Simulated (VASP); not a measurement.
# Al (P2_1/m) in VASP: a series of runs

Al is run at these levels: PBEsol; tasks: single point.

All numbers are computed with VASP 6.6.1; they aren't measurements. Logs are shortened: lines on timing, memory, paths and dates and some standing lists are left out, and cuts for length are marked.

## 1. The cell of the first run

Symmetry: P2_1/m, No. 11, monoclinic system. The conventional cell has a = 2.812 Å, b = 4.867 Å, c = 2.812 Å, α = 90.00°, β = 120.00°, γ = 90.00°. Al (site symmetry m) has 12 Al at 2.71 to 3.19 Å within 3.6 Å.

## 2. Single point, PBEsol (atom 1 (Al) moved by (-0.225, -0.450) A along x and y)

The input, INCAR:

```
ALGO = Fast
EDIFF = 1E-6
ENCUT = 520
GGA = PS
ISIF = 2
ISMEAR = 0
LASPH = True
LCHARG = False
LREAL = False
LWAVE = False
NBANDS = 10
NELM = 80
PREC = Accurate
SIGMA = 0.15
```

The input, KPOINTS:

```
k-points
0
Gamma
  18 18 10
```

The input, POSCAR:

```
Al
1.0
    2.8124553515      0.0000000000      0.0000000000
   -1.4062276757      2.4356577814      0.0000000000
    0.0000000000      0.0000000000      4.8668500000
Al
2
Direct
    0.4942878871      0.1485783142      0.7500000000
    0.3333333333      0.6666666667      0.2500000000
```

Potentials or basis: VASP PAW PBE potentials, release 64 (Al).

The run is started by

```console
> cat potpaw_PBE.64/Al/POTCAR > POTCAR
> mpirun -np 1 vasp_std > vasp.out
```

OUTCAR:

```text
EDIFF = 1E-6
   ENCUT = 520
   GGA = PS
   ISIF = 2
   ISMEAR = 0
   LASPH = True
   LREAL = False
   NELM = 80
   PREC = Accurate

 ion  position               nearest neighbor table
   1  0.494  0.149  0.750-   2 2.71   2 2.71   2 2.98   2 2.98   2 3.19   2 3.19
   2  0.333  0.667  0.250-   1 2.71   1 2.71   1 2.98   1 2.98   1 3.19   1 3.19

  LATTYP: Found a hexagonal cell.
 ALAT       =     2.8124553515
 C/A-ratio  =     1.7304630267

  Lattice vectors:

 A1 = (   2.8124553515,   0.0000000000,   0.0000000000)
 A2 = (  -1.4062276757,   2.4356577814,   0.0000000000)
 A3 = (   0.0000000000,   0.0000000000,   4.8668500000)

Analysis of symmetry for initial positions (statically):
=====================================================================
 Subroutine PRICEL returns:
 Original cell was already a primitive cell.

 Routine SETGRP: Setting up the symmetry group for a
 hexagonal supercell.

 Subroutine GETGRP returns: Found  4 space group operations
 (whereof  1 operations were pure point group operations)
 out of a pool of 24 trial point group operations.

The static configuration has the point symmetry C_1 .
 The point group associated with its full space group is C_2h.

Analysis of symmetry for dynamics (positions and initial velocities):
=====================================================================
 Subroutine PRICEL returns:
 Original cell was already a primitive cell.

 Routine SETGRP: Setting up the symmetry group for a
 hexagonal supercell.

 Subroutine GETGRP returns: Found  4 space group operations
 (whereof  1 operations were pure point group operations)
 out of a pool of 24 trial point group operations.

The dynamic configuration has the point symmetry C_1 .
 The point group associated with its full space group is C_2h.

 Subroutine INISYM returns: Found  4 space group operations
 (whereof  1 operations are pure point group operations),
 and found     1 'primitive' translations

----------------------------------------------------------------------------------------

                                     Primitive cell

  volume of cell :      33.3388

  direct lattice vectors                    reciprocal lattice vectors
     2.812455352  0.000000000  0.000000000     0.355561200  0.205283355  0.000000000
    -1.406227676  2.435657781  0.000000000     0.000000000  0.410566709  0.000000000
     0.000000000  0.000000000  4.866850000     0.000000000  0.000000000  0.205471712

  length of vectors
     2.812455352  2.812455351  4.866850000     0.410566709  0.410566709  0.205471712

  position of ions in fractional coordinates (direct lattice)
     0.494287887  0.148578314  0.750000000
     0.333333333  0.666666667  0.250000000

  ion indices of the primitive-cell ions
   primitive index   ion index
                 1           1
                 2           2

----------------------------------------------------------------------------------------

 KPOINTS: k-points

Automatic generation of k-mesh.
 Grid dimensions read from file:
 generate k-points for:   18   18   10

 Generating k-lattice:

  Cartesian coordinates                     Fractional coordinates (reciprocal lattice)
     0.019753400  0.011404631  0.000000000     0.055555556  0.000000000  0.000000000
     0.000000000  0.022809262  0.000000000     0.000000000  0.055555556  0.000000000
     0.000000000  0.000000000  0.020547171     0.000000000  0.000000000  0.100000000

  Length of vectors
     0.022809262  0.022809262  0.020547171

  Shift w.r.t. Gamma in fractional coordinates (k-lattice)
     0.000000000  0.000000000  0.000000000

 Subroutine IBZKPT returns following result:
 ===========================================

 Found    984 irreducible k-points:

 Following reciprocal coordinates:
            Coordinates               Weight
  0.000000  0.000000  0.000000      1.000000
  0.055556  0.000000  0.000000      2.000000
  0.000000  0.055556  0.000000      2.000000
 -0.055556  0.055556  0.000000      2.000000
  0.111111  0.000000  0.000000      2.000000
  0.000000  0.111111  0.000000      2.000000
[... 16 lines left out ...]
  0.444444  0.000000  0.000000      2.000000
  0.000000  0.444444  0.000000      2.000000
 [... further k-points ...]
   k-points           NKPTS =    984   k-points in BZ     NKDIM =    984   number of bands    NBANDS=     10
   number of dos      NEDOS =    301   number of ions     NIONS =      2
   total plane-waves  NPLWV =  20736
   dimension x,y,z NGX =    24 NGY =   24 NGZ =   36
   dimension x,y,z NGXF=    48 NGYF=   48 NGZF=   72
   ions per type =               2
   NGX,Y,Z   is equivalent  to a cutoff of  14.19, 14.19, 12.30 a.u.
   NGXF,Y,Z  is equivalent  to a cutoff of  28.37, 28.37, 24.59 a.u.
 SYSTEM =  unknown system
   PREC   = accura    normal or accurate (medium, high low for compatibility)
   ISTART =      0    job   : 0-new  1-cont  2-samecut
   ICHARG =      2    charge: 1-file 2-atom 10-const
   ISPIN  =      1    spin polarized calculation?
   LNONCOLLINEAR =      F non collinear calculations
   LSORBIT =      F    spin-orbit coupling
   LASPH  =      T    aspherical Exc in radial PAW
   ENCUT  =  520.0 eV  38.22 Ry    6.18 a.u.   5.23  5.23  9.05*2*pi/ulx,y,z
   NELM   =     80;   NELMIN=  2; NELMDL= -5     # of ELM steps
   EDIFF  = 0.1E-05   stopping-criterion for ELM
   LREAL  =      F    real-space projection
   EDIFFG = 0.1E-04   stopping-criterion for IOM
   NSW    =      0    number of steps for IOM
   IBRION =     -1    ionic relax: 0-MD 1-quasi-New 2-CG
   NFREE  =      0    steps in history (QN), initial steepest desc. (CG)
   ISIF   =      2    stress and relaxation
   ISYM   =      2    0-nonsym 1-usesym 2-fastsym
   POTIM  = 0.5000    time-step for ionic-motion
   TEBEG  =    0.0;   TEEND  =   0.0 temperature during run
   PSTRESS=    0.0 pullay stress
   NELECT =       6.0000    total number of electrons
   NUPDOWN=      -1.0000    fix difference up-down
   EMIN   =  10.00;   EMAX   =-10.00  energy-range for DOS
   EFERMI =   0.00;   METHOD = LEGACY
   ISMEAR =     0;   SIGMA  =   0.15  broadening in eV -4-tet -1-fermi 0-gaus
   EFERMI_NEDOS =   21; number of points for ismear=-14 and -15
   IALGO  =     68    algorithm
   IMIX   =      4    mixing-type and parameters
     AMIX     =   0.40;   BMIX     =  1.00
     AMIX_MAG =   1.60;   BMIX_MAG =  1.00
  volume/ion in A,a.u.               =      16.67       112.49
  Fermi-wavevector in a.u.,A,eV,Ry     =   0.924291  1.746656 11.623640  0.854313
  Thomas-Fermi vector in A             =   2.050021
   LORBIT       =      0    0 simple, 1 ext, 2 COOP (PROOUT), +10 PAW based schemes
   GGA     = PS    functional components
   LHFCALC =     F    Hartree Fock is set to
   AEXX    =    0.0000 exact exchange contribution
   IVDW    =     0    specifies the selected vdW correction
   LEPSILON=     F    determine dielectric tensor
   LRPA    =     F    only Hartree local field effects (RPA)
 non-spin polarized calculation
 RMM-DIIS sequential band-by-band and
 Gauss-broadening in eV      SIGMA  =   0.15
  energy-cutoff  :      520.00
  volume of cell :       33.34
 maximum number of plane-waves:       920
 NGX is ok and might be reduce to    24
   NGX = 11   NGY = 11   NGZ = 19

 number of electron       6.0000000 magnetization

 Free energy of the ion-electron system (eV)
  ---------------------------------------------------
  ext. energy  EPLUGINS =         0.00000000
  ---------------------------------------------------
  free energy    TOTEN  =        -8.01537701 eV

  energy without entropy =       -8.00633172  energy(sigma->0) =       -8.01085436

 E-fermi :   7.7824     XC(G=0): -10.2151

 val. band max:        7.7803724380   @ k =  -0.3333   0.3333   0.1000
 cond. band min:       7.7834758093   @ k =   0.4444  -0.1111  -0.1000
 fundamental gap:      0.0031033713
 Fermi energy:         7.7824419200

 k-point     1 :       0.0000    0.0000    0.0000
  band No.  band energies     occupation
      1      -3.2270      2.00000
      2       2.7808      2.00000
      3       2.9857      2.00000
      4      18.1184      0.00000
      5      19.3087      0.00000
      6      19.4168      0.00000
      7      19.7885      0.00000
      8      20.2323      0.00000
      9      20.3416      0.00000
     10      21.2525      0.00000

 k-point     2 :       0.0556    0.0000    0.0000
  band No.  band energies     occupation
      1      -3.1501      2.00000
      2       2.8565      2.00000
      3       3.0572      2.00000
      4      17.1054      0.00000
      5      18.2665      0.00000
      6      19.4537      0.00000
      7      19.7119      0.00000
      8      20.2834      0.00000
      9      20.8648      0.00000
     10      21.8490      0.00000

 k-point     3 :       0.0000    0.0556    0.0000
  band No.  band energies     occupation
      1      -3.1500      2.00000
      2       2.8562      2.00000
      3       3.0574      2.00000
      4      17.5183      0.00000
      5      18.1302      0.00000
      6      18.5026      0.00000
      7      20.2652      0.00000
      8      20.6192      0.00000
      9      20.8290      0.00000
     10      21.5774      0.00000

 k-point     4 :      -0.0556    0.0556    0.0000
  band No.  band energies     occupation
      1      -3.1500      2.00000
      2       2.8563      2.00000
      3       3.0573      2.00000
      4      17.3066      0.00000
      5      18.1833      0.00000
      6      18.9970      0.00000
      7      19.8499      0.00000
      8      20.2715      0.00000
      9      20.9865      0.00000
     10      22.0742      0.00000

 k-point     5 :       0.1111    0.0000    0.0000
  band No.  band energies     occupation
      1      -2.9196      2.00000
      2       3.0830      2.00000
      3       3.2715      2.00000
      4      15.1869      0.00000
      5      17.2638      0.00000
      6      18.4520      0.00000
      7      19.8462      0.00000
      8      20.4002      0.00000
      9      20.8097      0.00000
     10      21.4421      0.00000

 k-point     6 :       0.0000    0.1111    0.0000
  band No.  band energies     occupation
      1      -2.9193      2.00000
      2       3.0816      2.00000
      3       3.2726      2.00000
      4      15.4819      0.00000
      5      17.2847      0.00000
      6      17.7949      0.00000
      7      19.9700      0.00000
      8      20.1824      0.00000
      9      20.9880      0.00000
     10      21.2536      0.00000
[... 183 lines left out ...]
 k-point    21 :       0.0000    0.3889    0.0000
  band No.  band energies     occupation
      1       0.4930      2.00000
      2       5.4507      2.00000
      3       6.5008      2.00000
      4       6.9068      2.00000
      5      11.5800      0.00000
      6      11.6625      0.00000
      7      14.4091      0.00000
      8      15.3598      0.00000
      9      19.5270      0.00000
     10      20.1671      0.00000

 k-point    22 :      -0.3889    0.3889    0.0000
  band No.  band energies     occupation
      1       0.4927      2.00000
      2       5.5213      2.00000
      3       6.4793      2.00000
      4       6.7758      2.00000
      5      11.5793      0.00000
      6      11.7509      0.00000
      7      14.5185      0.00000
      8      15.3491      0.00000
      9      20.1850      0.00000
     10      20.6097      0.00000

 k-point    23 :       0.4444    0.0000    0.0000
  band No.  band energies     occupation
      1       1.6094      2.00000
      2       4.2573      2.00000
      3       7.4158      1.99945
      4       7.4198      1.99937
      5      10.2384      0.00000
      6      10.5071      0.00000
      7      14.1601      0.00000
      8      15.7586      0.00000
      9      19.5968      0.00000
     10      19.8773      0.00000

 k-point    24 :       0.0000    0.4444    0.0000
  band No.  band energies     occupation
      1       1.6088      2.00000
      2       4.2064      2.00000
      3       7.5728      1.95186
      4       7.6919      1.60689
      5      10.1557      0.00000
      6      10.1701      0.00000
      7      14.2132      0.00000
      8      15.1539      0.00000
      9      19.3627      0.00000
     10      19.9432      0.00000

 [... further k-points ...]

------------------------ aborting loop because EDIFF is reached ----------------------------------------

  FORCE on cell =-STRESS in cart. coord.  units (eV):
  Direction    XX          YY          ZZ          XY          YZ          ZX
  --------------------------------------------------------------------------------------
  -------------------------------------------------------------------------------------
  Total       -0.0546712     -0.0311374      0.2877792      0.0100068      0.0000000      0.0000000
  in kB       -2.6273566     -1.4963825     13.8299320      0.4808992      0.0000000      0.0000000
  external PRESSURE =       3.2353976 kB  Pullay stress =       0.0000000 kB

 VOLUME and BASIS-vectors are now :
 -----------------------------------------------------------------------------
  energy-cutoff  :      520.00
  volume of cell :       33.34
      direct lattice vectors                 reciprocal lattice vectors
     2.812455352  0.000000000  0.000000000     0.355561200  0.205283355  0.000000000
    -1.406227676  2.435657781  0.000000000     0.000000000  0.410566709  0.000000000
     0.000000000  0.000000000  4.866850000     0.000000000  0.000000000  0.205471712

 POSITION                                       TOTAL-FORCE (eV/Angst)
 -----------------------------------------------------------------------------------
      1.18123      0.36189      3.65014        -0.025789      0.413642     -0.000000
     -0.00000      1.62377      1.21671         0.025789     -0.413642      0.000000
 -----------------------------------------------------------------------------------
    total drift:                               -0.000000      0.000000     -0.000000

  FREE ENERGIE OF THE ION-ELECTRON SYSTEM (eV)
  ---------------------------------------------------
  free  energy   TOTEN  =        -8.0153770067 eV

  energy  without entropy=       -8.0063317208  energy(sigma->0) =       -8.01085436
```

Wall time 3.6 min (1 thread of AMD EPYC 9R45 (Zen 5), shared host); peak memory 0.32 GiB.

Results:

- Free energy: -8.0154 eV
- Pressure: 0.3 GPa
- Largest force: 0.414 eV/Å
- Band gap on the k mesh: zero (band 3 reaches 11.41 eV, above the bottom of band 4 at 4.57 eV)

Forces in eV/Å, atoms in the order of the input:
```
Al  -0.026  0.414  0.000
Al   0.026 -0.414  0.000
```

Caveat: the cell differs from its parent crystal (atom 1 (Al) moved by (-0.225, -0.450) A along x and y); the PAW data sets were made with another functional, which shifts forces and pressure a little.

[end of part 1 of 2]
